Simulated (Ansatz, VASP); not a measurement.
## GaSb in VASP and in Ansatz

File INCAR:

```
PREC = Accurate ; ENCUT = 520
EDIFF = 1E-6 ; ISMEAR = -1
SIGMA = 0.02 ; LREAL = F
LASPH = T ; NELM = 80
ALGO = Normal ; ISIF = 2
LWAVE = F ; LCHARG = F
GGA = PE ; NBANDS = 16
```

File KPOINTS:

```
regular mesh
0
Gamma
  6 6 6
```

File POSCAR:

```
GaSb
1.0
    0.0000000000      3.0182133333      3.1422342951
    3.0182133333      0.0000000000      3.1422342951
    3.0182133333      3.0182133333      0.0000000000
Ga Sb
1 1
Direct
    0.0000000000      0.0000000000      0.0000000000
    0.2500000000      0.2500000000      0.2500000000
```

Input for Ansatz:

```yaml
crystal:
  lattice:
    - [0.0, 3.0182133333333336, 3.142234295105917]
    - [3.0182133333333336, 0.0, 3.142234295105917]
    - [3.0182133333333336, 3.0182133333333336, 0.0]
  atoms:
    - { symbol: Ga, position: [0.0, 0.0, 0.0] }
    - { symbol: Sb, position: [0.25, 0.25, 0.25] }
basis:
  ecutwfc: 420.0
kpoints:
  mp_grid:
    grid: [6, 6, 6]
hamiltonian:
  xc: pbe
  pseudopotentials:
    kind: paw
scf:
  occupations:
    method: fermi_dirac
    width: 0.02
output:
  stress: true
```

Alike in both runs: task single point; functional PBE; k mesh 6 × 6 × 6; occupations fermi-dirac, width 0.02 eV; no spin polarisation.

```csv
,VASP,Ansatz
version,VASP 6.6.1,Ansatz 0.2.0
potentials or method,"VASP PAW PBE potentials, release 64 (Ga_d, Sb), cutoff 520 eV","plane waves, PAW"
valence electrons in the cell,18,28
```

|  | VASP | Ansatz | Ansatz less VASP |
| --- | --- | --- | --- |
| pressure (GPa) | 2.5 | 2.4 | -0.07 |
| traceless stress, the component that is largest in VASP (GPa) | -1.21 | -1.21 | -0.002 |

With one functional, cell and mesh, what is left measures potentials, basis and numerics. VASP's potentials hold 18 valence electrons a cell and Ansatz's 28, so a difference there can come from the potentials and not from the codes.

Neither program's run includes spin-orbit coupling.
